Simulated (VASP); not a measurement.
# Se (P3_121) in VASP: relaxation of cell and atoms with LDA

Aim: the relaxation of cell and atoms of Se with LDA.

Everything below comes from runs of VASP 6.6.1. Logs are shortened: lines on timing, memory, paths and dates and some standing lists are left out, and cuts for length are marked.

### Step 1. The cell of the first run

The structure is trigonal, space group P3_121 (No. 152). Conventional cell: a = 3.947 Å, b = 3.947 Å, c = 5.119 Å, α = 90.00°, β = 90.00°, γ = 120.00°. Within 3.2 Å of Se (site symmetry 2) lie 6 Se at 2.44 to 3.10 Å.

### Step 2. Relaxation of cell and atoms, LDA

Input file INCAR:

```
SYSTEM = Se
PREC = Accurate
ENCUT = 500
EDIFF = 1E-7
ISMEAR = 0
SIGMA = 0.01
LREAL = .False.
LASPH = .True.
NELM = 120
ALGO = Normal
ISIF = 3
LWAVE = .False.
LCHARG = .False.
GGA = CA
IBRION = 2
NSW = 100
EDIFFG = -0.002
GGA_COMPAT = .False.
NELMIN = 4
```

Input file KPOINTS:

```
Automatic mesh
0
Gamma
  15 15 10
  0 0 0
```

Input file POSCAR:

```
Se
1.0
    3.9469386681      0.0000000000      0.0000000000
   -1.9734693340      3.4181491537      0.0000000000
    0.0000000000      0.0000000000      5.1189848276
Se
3
Direct
    0.2553695463      0.0000000000      0.3333333333
    0.0000000000      0.2553695463      0.6666666667
    0.7446304537      0.7446304537      0.0000000000
```

Potentials or basis: VASP PAW LDA potentials, release 64 (Se).

Run with:

```bash
cat potpaw_LDA.64/Se/POTCAR > POTCAR
mpirun -np 1 vasp_std > vasp.out
```

OUTCAR:

```text
SYSTEM = Se
   PREC = Accurate
   ENCUT = 500
   EDIFF = 1E-7
   ISMEAR = 0
   LREAL = .False.
   LASPH = .True.
   NELM = 120
   ISIF = 3
   GGA = CA
   IBRION = 2
   NSW = 100
   EDIFFG = -0.002
   NELMIN = 4

 ion  position               nearest neighbor table
   1  0.255  0.000  0.333-   3 2.44   2 2.44
   2  0.000  0.255  0.667-   3 2.44   1 2.44
   3  0.745  0.745  0.000-   2 2.44   1 2.44

  LATTYP: Found a hexagonal cell.
 ALAT       =     3.9469386681
 C/A-ratio  =     1.2969506897

  Lattice vectors:

 A1 = (   3.9469386681,   0.0000000000,   0.0000000000)
 A2 = (  -1.9734693340,   3.4181491537,   0.0000000000)
 A3 = (   0.0000000000,   0.0000000000,   5.1189848276)

Analysis of symmetry for initial positions (statically):
=====================================================================
 Subroutine PRICEL returns:
 Original cell was already a primitive cell.

 Routine SETGRP: Setting up the symmetry group for a
 hexagonal supercell.

 Subroutine GETGRP returns: Found  6 space group operations
 (whereof  2 operations were pure point group operations)
 out of a pool of 24 trial point group operations.

The static configuration has the point symmetry C_2 .
 The point group associated with its full space group is D_3 .

Analysis of symmetry for dynamics (positions and initial velocities):
=====================================================================
 Subroutine PRICEL returns:
 Original cell was already a primitive cell.

 Routine SETGRP: Setting up the symmetry group for a
 hexagonal supercell.

 Subroutine GETGRP returns: Found  6 space group operations
 (whereof  2 operations were pure point group operations)
 out of a pool of 24 trial point group operations.

The dynamic configuration has the point symmetry C_2 .
 The point group associated with its full space group is D_3 .

 Subroutine INISYM returns: Found  6 space group operations
 (whereof  2 operations are pure point group operations),
 and found     1 'primitive' translations

----------------------------------------------------------------------------------------

                                     Primitive cell

  volume of cell :      69.0614

  direct lattice vectors                    reciprocal lattice vectors
     3.946938668  0.000000000  0.000000000     0.253360917  0.146277994  0.000000000
    -1.973469334  3.418149154  0.000000000     0.000000000  0.292555987  0.000000000
     0.000000000  0.000000000  5.118984828     0.000000000  0.000000000  0.195351233

  length of vectors
     3.946938668  3.946938668  5.118984828     0.292555987  0.292555987  0.195351233

  position of ions in fractional coordinates (direct lattice)
     0.255369546  0.000000000  0.333333333
     0.000000000  0.255369546  0.666666667
     0.744630454  0.744630454  0.000000000

  ion indices of the primitive-cell ions
   primitive index   ion index
                 1           1
                 2           2
                 3           3

----------------------------------------------------------------------------------------

 KPOINTS: Automatic mesh

Automatic generation of k-mesh.
 Grid dimensions read from file:
 generate k-points for:   15   15   10

 Generating k-lattice:

  Cartesian coordinates                     Fractional coordinates (reciprocal lattice)
     0.016890728  0.009751866  0.000000000     0.066666667 -0.000000000  0.000000000
     0.000000000  0.019503732  0.000000000     0.000000000  0.066666667  0.000000000
     0.000000000  0.000000000  0.019535123     0.000000000  0.000000000  0.100000000

  Length of vectors
     0.019503732  0.019503732  0.019535123

  Shift w.r.t. Gamma in fractional coordinates (k-lattice)
     0.000000000  0.000000000  0.000000000

 Subroutine IBZKPT returns following result:
 ===========================================

 Found    238 irreducible k-points:

 Following reciprocal coordinates:
            Coordinates               Weight
  0.000000  0.000000  0.000000      1.000000
  0.066667  0.000000  0.000000      6.000000
  0.133333  0.000000  0.000000      6.000000
  0.200000  0.000000  0.000000      6.000000
  0.266667  0.000000  0.000000      6.000000
  0.333333  0.000000  0.000000      6.000000
[... 16 lines left out ...]
  0.333333  0.200000  0.000000     12.000000
  0.400000  0.200000  0.000000      6.000000
 [... further k-points ...]
   k-points           NKPTS =    238   k-points in BZ     NKDIM =    238   number of bands    NBANDS=     13
   number of dos      NEDOS =    301   number of ions     NIONS =      3
   total plane-waves  NPLWV =  36000
   dimension x,y,z NGX =    30 NGY =   30 NGZ =   40
   dimension x,y,z NGXF=    60 NGYF=   60 NGZF=   80
   ions per type =               3
   NGX,Y,Z   is equivalent  to a cutoff of  12.64, 12.64, 12.99 a.u.
   NGXF,Y,Z  is equivalent  to a cutoff of  25.27, 25.27, 25.98 a.u.
 SYSTEM =  Se
   PREC   = accura    normal or accurate (medium, high low for compatibility)
   ISTART =      0    job   : 0-new  1-cont  2-samecut
   ICHARG =      2    charge: 1-file 2-atom 10-const
   ISPIN  =      1    spin polarized calculation?
   LNONCOLLINEAR =      F non collinear calculations
   LSORBIT =      F    spin-orbit coupling
   LASPH  =      T    aspherical Exc in radial PAW
   ENCUT  =  500.0 eV  36.75 Ry    6.06 a.u.   7.20  7.20  9.33*2*pi/ulx,y,z
   NELM   =    120;   NELMIN=  4; NELMDL= -5     # of ELM steps
   EDIFF  = 0.1E-06   stopping-criterion for ELM
   LREAL  =      F    real-space projection
   EDIFFG = -.2E-02   stopping-criterion for IOM
   NSW    =    100    number of steps for IOM
   IBRION =      2    ionic relax: 0-MD 1-quasi-New 2-CG
   NFREE  =      1    steps in history (QN), initial steepest desc. (CG)
   ISIF   =      3    stress and relaxation
   ISYM   =      2    0-nonsym 1-usesym 2-fastsym
   POTIM  = 0.5000    time-step for ionic-motion
   TEBEG  =    0.0;   TEEND  =   0.0 temperature during run
   PSTRESS=    0.0 pullay stress
   NELECT =      18.0000    total number of electrons
   NUPDOWN=      -1.0000    fix difference up-down
   EMIN   =  10.00;   EMAX   =-10.00  energy-range for DOS
   EFERMI =   0.00;   METHOD = LEGACY
   ISMEAR =     0;   SIGMA  =   0.01  broadening in eV -4-tet -1-fermi 0-gaus
   EFERMI_NEDOS =   21; number of points for ismear=-14 and -15
   IALGO  =     38    algorithm
   IMIX   =      4    mixing-type and parameters
     AMIX     =   0.40;   BMIX     =  1.00
     AMIX_MAG =   1.60;   BMIX_MAG =  1.00
  volume/ion in A,a.u.               =      23.02       155.35
  Fermi-wavevector in a.u.,A,eV,Ry     =   1.045732  1.976148 14.878738  1.093556
  Thomas-Fermi vector in A             =   2.180541
   LORBIT       =      0    0 simple, 1 ext, 2 COOP (PROOUT), +10 PAW based schemes
   GGA     = CA    functional components
   LHFCALC =     F    Hartree Fock is set to
   AEXX    =    0.0000 exact exchange contribution
   IVDW    =     0    specifies the selected vdW correction
   LEPSILON=     F    determine dielectric tensor
   LRPA    =     F    only Hartree local field effects (RPA)
 conjugate gradient relaxation of ions
 non-spin polarized calculation
 Gauss-broadening in eV      SIGMA  =   0.01
  energy-cutoff  :      500.00
  volume of cell :       69.06
 maximum number of plane-waves:      1779
 NGX is ok and might be reduce to    30
   NGX = 15   NGY = 15   NGZ = 19

--------------------------------------- Ionic step        1  -------------------------------------------

 number of electron      18.0000000 magnetization

 Free energy of the ion-electron system (eV)
  ---------------------------------------------------
  ext. energy  EPLUGINS =         0.00000000
  ---------------------------------------------------
  free energy    TOTEN  =       -12.47797168 eV

  energy without entropy =      -12.47797168  energy(sigma->0) =      -12.47797168

------------------------ aborting loop because EDIFF is reached ----------------------------------------

  FORCE on cell =-STRESS in cart. coord.  units (eV):
  Direction    XX          YY          ZZ          XY          YZ          ZX
  --------------------------------------------------------------------------------------
  -------------------------------------------------------------------------------------
  Total        0.0796371      0.0796371      0.1547537      0.0000000      0.0000000      0.0000000
  in kB        1.8475279      1.8475279      3.5901804      0.0000000      0.0000000      0.0000000
  external PRESSURE =       2.4284120 kB  Pullay stress =       0.0000000 kB
[... 22 lines left out ...]
  energy  without entropy=      -12.4779716808  energy(sigma->0) =      -12.47797168

--------------------------------------- Ionic step        2  -------------------------------------------

 number of electron      18.0000000 magnetization

 E-fermi :   4.4692     XC(G=0):  -9.9912

 val. band max:        4.3938731657   @ k =   0.3333   0.3333   0.5000
 cond. band min:       4.6628131583   @ k =   0.3333   0.3333   0.5000
 fundamental gap:      0.2689399926
 Fermi energy:         4.4692337517

 k-point     1 :       0.0000    0.0000    0.0000
  band No.  band energies     occupation
      1     -11.9275      2.00000
      2      -7.7583      2.00000
      3      -7.7583      2.00000
      4       0.6533      2.00000
      5       0.9756      2.00000
      6       0.9756      2.00000
      7       2.4255      2.00000
      8       2.4255      2.00000
      9       3.6885      2.00000
     10       5.6982      0.00000
     11       5.6982      0.00000
     12       6.3736      0.00000
     13      10.5771      0.00000
[... 624 lines left out ...]
  energy  without entropy=      -12.4782579097  energy(sigma->0) =      -12.47825791

--------------------------------------- Ionic step        9  -------------------------------------------

 number of electron      17.9999999 magnetization

 Free energy of the ion-electron system (eV)
  ---------------------------------------------------
  ext. energy  EPLUGINS =         0.00000000
  ---------------------------------------------------
  free energy    TOTEN  =       -12.47825894 eV

  energy without entropy =      -12.47825894  energy(sigma->0) =      -12.47825894

 E-fermi :   4.5240     XC(G=0): -10.0136

 val. band max:        4.4563100799   @ k =   0.3333   0.3333   0.5000
 cond. band min:       4.7181665995   @ k =   0.3333   0.3333   0.5000
 fundamental gap:      0.2618565196
 Fermi energy:         4.5239965674

 k-point     1 :       0.0000    0.0000    0.0000
  band No.  band energies     occupation
      1     -11.9022      2.00000
      2      -7.7152      2.00000
      3      -7.7152      2.00000
      4       0.7019      2.00000
      5       1.0361      2.00000
      6       1.0361      2.00000
      7       2.4745      2.00000
      8       2.4745      2.00000
      9       3.7337      2.00000
     10       5.7569      0.00000
     11       5.7569      0.00000
     12       6.4354      0.00000
     13      10.6296      0.00000
[... 398 lines left out ...]
  FREE ENERGIE OF THE ION-ELECTRON SYSTEM (eV)
  ---------------------------------------------------
  free  energy   TOTEN  =       -12.4782589409 eV

  energy  without entropy=      -12.4782589409  energy(sigma->0) =      -12.47825894

 reached required accuracy - stopping structural energy minimisation
```

It took 4.5 min on 1 thread of Intel Xeon 6975P-C (Granite Rapids), shared host; peak memory 0.28 GiB.

Results:

* Free energy: -12.4783 eV
* Relaxed volume: 23.02 Å³/atom
* Relaxed cell: a = 3.944 Å, b = 3.944 Å, c = 5.128 Å, α = 90.00°, β = 90.00°, γ = 120.00°
* Space group after relaxing (to 0.1 Å): P3_121 (No. 152)
* Energy gained by relaxing: 0.1 meV/atom
* Ionic steps: 9
* Pressure after relaxing: 0.0 GPa
* Band gap on the k mesh: 0.26 eV

Step by step:
| step | energy change (eV) | largest force (eV/Å) | pressure (GPa) | volume (Å³) |
| --- | --- | --- | --- | --- |
| 1 | 0.0000 | 0.0375 | 0.24 | 69.06 |
| 2 | -0.0001 | 0.0124 | -0.25 | 69.41 |
| 3 | -0.0002 | 0.0095 | -0.03 | 69.26 |
| 4 | -0.0002 | 0.0078 | -0.03 | 69.23 |
| 5 | -0.0003 | 0.0028 | -0.01 | 69.14 |
| 6 | -0.0003 | 0.0070 | 0.02 | 68.96 |
| 7 | -0.0003 | 0.0008 | 0.00 | 69.07 |
| 8 | -0.0003 | 0.0010 | 0.00 | 69.07 |
| 9 | -0.0003 | 0.0012 | -0.01 | 69.07 |

Final structure:
```cif
data_structure
_symmetry_space_group_name_H-M 'P 1'
_symmetry_Int_Tables_number 1
_cell_length_a 3.9436
_cell_length_b 3.9436
_cell_length_c 5.1283
_cell_angle_alpha 90.000
_cell_angle_beta 90.000
_cell_angle_gamma 120.000
_cell_volume 69.07
loop_
_atom_site_label
_atom_site_type_symbol
_atom_site_fract_x
_atom_site_fract_y
_atom_site_fract_z
_atom_site_occupancy
Se1 Se 0.25637 0.00000 0.33333 1
Se2 Se 0.00000 0.25637 0.66667 1
Se3 Se 0.74363 0.74363 0.00000 1
```

Caveat: semilocal functionals underestimate gaps, and a narrow one can read as zero. A k mesh can miss the band edges.
